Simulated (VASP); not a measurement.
Here is a VASP 6.6.1 calculation.

INCAR

```
SYSTEM = Ba
PREC = Accurate
ENCUT = 520
EDIFF = 1E-6
ISMEAR = -1
SIGMA = 0.05
LREAL = .FALSE.
LASPH = .TRUE.
NELM = 80
ALGO = Normal
ISIF = 2
LWAVE = .FALSE.
LCHARG = .FALSE.
GGA = B5
ALDAX = 1.0
AGGAX = 1.0
AGGAC = 1.0
ALDAC = 0.0
NBANDS = 11
```

The input KPOINTS:

```
Automatic mesh
0
G
  6 6 6
  0 0 0
```

The input POSCAR:

```
Ba
1.0
   -2.5065000000      2.5065000000      2.5065000000
    2.5065000000     -2.5065000000      2.5065000000
    2.5065000000      2.5065000000     -2.5065000000
Ba
1
Direct
    0.0000000000      0.0000000000      0.0000000000
```

Potentials or basis: VASP PAW PBE potentials, release 64 (Ba_sv).

Launch:

```bash
$ cat potpaw_PBE.64/Ba_sv/POTCAR > POTCAR
$ mpirun -np 1 vasp_std > vasp.out
```

(1) Predict the pressure.

(2) Estimate the band gap on the k mesh.

Answers

(1) 0.6 GPa.

(2) zero (band 5 reaches 2.21 eV, above the bottom of band 6 at 1.55 eV).

Caveat: the PAW data sets were made with another functional, which shifts forces and pressure a little; spin-orbit coupling is left out, which moves the levels of the heavy elements.
